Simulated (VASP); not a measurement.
Crystal: C.

```
CELL_PARAMETERS angstrom
0.00000 2.01036 2.01036
2.01036 0.00000 2.01036
2.01036 2.01036 0.00000
ATOMIC_POSITIONS crystal
C 0.87500 0.87500 0.87500
C 0.12500 0.12500 0.12500
```

```yaml
Program: VASP 6.6.1
Task: relaxation of cell and atoms
Functional: PBE
Potentials_or_basis: VASP PAW PBE potentials, release 64 (C)
Cutoff: 600 eV
k_mesh: 18 × 18 × 18
Occupations: fermi-dirac, width 0.1 eV
Spin: no spin polarisation
```

At the start: pressure -77.4 GPa; volume 8.13 Å³/atom.

Problem. Where does the relaxation end?

Solution. Over 7 steps the energy falls by 789.2 meV/atom and the volume is 5.69 Å³/atom (-29.9 %); space group Fd-3m (No. 227, to 0.05 Å).

The path:
```tsv
step	energy change (eV)	largest force (eV/Å)	pressure (GPa)	volume (Å³)
1	0.0000	0.0000	-77.38	16.25
2	-0.2259	0.0000	195.94	8.66
3	-1.5749	0.0000	-6.37	11.56
4	-1.5781	0.0000	-1.52	11.43
5	-1.5781	0.0000	1.74	11.34
6	-1.5780	0.0000	-1.84	11.44
7	-1.5783	0.0000	0.01	11.39
```

Final structure:
```
C
1.0
     0.00000    1.78563    1.78563
     1.78563    0.00000    1.78563
     1.78563    1.78563    0.00000
C
2
Direct
  0.87500 0.87500 0.87500
  0.12500 0.12500 0.12500
```

Caveat: the volume moved by over 15 % at a fixed basis, so the end points are rough.
